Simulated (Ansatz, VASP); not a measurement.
## Two plane-wave programs on Si

```xyz
8
Lattice="5.4681 0.0000 0.0000 0.0000 5.4681 0.0000 0.0000 0.0000 5.4681" Properties=species:S:1:pos:R:3 pbc="T T T"
Si    2.7340    2.7340    2.7340
Si    0.0000    0.0000    0.0000
Si    1.3670    0.0000    2.7340
Si    2.7340    1.3670    0.0000
Si    2.7340    4.1011    0.0000
Si    4.1011    0.0000    2.7340
Si    0.0000    2.7340    4.1011
Si    0.0000    2.7340    1.3670
```

Alike in both runs: task single point; functional PBE; k mesh 4 × 4 × 4; occupations gaussian, width 0.1 eV; no spin polarisation.

```csv
,VASP,Ansatz
version,VASP 6.6.1,Ansatz 0.2.0
potentials or method,"VASP PAW PBE potentials, release 64 (Si), cutoff 520 eV","scalar-relativistic, plane waves, PAW"
valence electrons in the cell,32,32
```

|  | VASP | Ansatz | Ansatz less VASP |
| --- | --- | --- | --- |
| gap on the k mesh at the Fermi level (eV) | none | none | - |
| pressure (GPa) | -13.7 | -13.7 | -0.01 |

A gap of «none» marks a metal or a gap that the smearing closes.
